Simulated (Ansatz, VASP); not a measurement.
## One calculation of PbF2, two programs

Contents of INCAR:

```
PREC = Accurate
ENCUT = 600
EDIFF = 1E-6
ISMEAR = -1
SIGMA = 0.05
LREAL = False
LASPH = True
NELM = 80
ALGO = Normal
ISIF = 3
LWAVE = False
LCHARG = False
GGA = PS
IBRION = 2
NSW = 60
EDIFFG = -0.01
```

The input KPOINTS:

```
regular mesh
0
Gamma
  8 8 8
```

The input POSCAR:

```
PbF2
1.0
    0.0000000000      2.9636600000      2.9636600000
    2.9636600000      0.0000000000      2.9636600000
    2.9636600000      2.9636600000      0.0000000000
Pb F
1 2
Direct
    0.0000000000      0.0000000000      0.0000000000
    0.7500000000      0.7500000000      0.7500000000
    0.2500000000      0.2500000000      0.2500000000
```

input.yaml

```yaml
crystal:
  lattice:
    - [0.0, 2.96366, 2.96366]
    - [2.96366, 0.0, 2.96366]
    - [2.96366, 2.96366, 0.0]
  atoms:
    - { symbol: Pb, position: [0.0, 0.0, 0.0] }
    - { symbol: F, position: [0.75, 0.75, 0.75] }
    - { symbol: F, position: [0.25, 0.25, 0.25] }
hamiltonian:
  xc: pbesol
  pseudopotentials: { kind: paw }
kpoints:
  mp_grid: { grid: [8, 8, 8] }
scf:
  occupations: { method: fermi_dirac, width: 0.05 }
output:
  forces: true
  stress: true
  eigenvalues: true
relax:
  f_tol: 0.01
  max_steps: 40
  cell: { stress_tol: 0.05 }
```

Alike in both runs: task relaxation of cell and atoms; functional PBEsol; k mesh 8 × 8 × 8; occupations fermi-dirac, width 0.05 eV; no spin polarisation.

|  | VASP | Ansatz |
| --- | --- | --- |
| version | VASP 6.6.1 | Ansatz 0.2.0 |
| potentials or method | VASP PAW PBE potentials, release 64 (Pb_d, F) | Ansatz PAW |
| plane-wave cutoff (eV) | 600 | 420 |
| valence electrons in the cell | 28 | 28 |

|  | VASP | Ansatz | Ansatz less VASP |
| --- | --- | --- | --- |
| gap on the k mesh at the Fermi level, each at its own relaxed structure (eV) | 4.30 | 4.31 | +0.005 |
| relaxed volume (Å³/atom) | 17.05 | 17.10 | +0.054 |
| relaxed length of the cell vector where the two differ most in proportion (Å) | 4.167 | 4.171 | +0.0044 |

VASP's potentials were made for PBE, not for PBEsol.

Neither program's run includes spin-orbit coupling. Noted on Ansatz's run: the plane-wave basis is chosen anew once the cell has moved, so the energies of steps on either side of that aren't comparable.
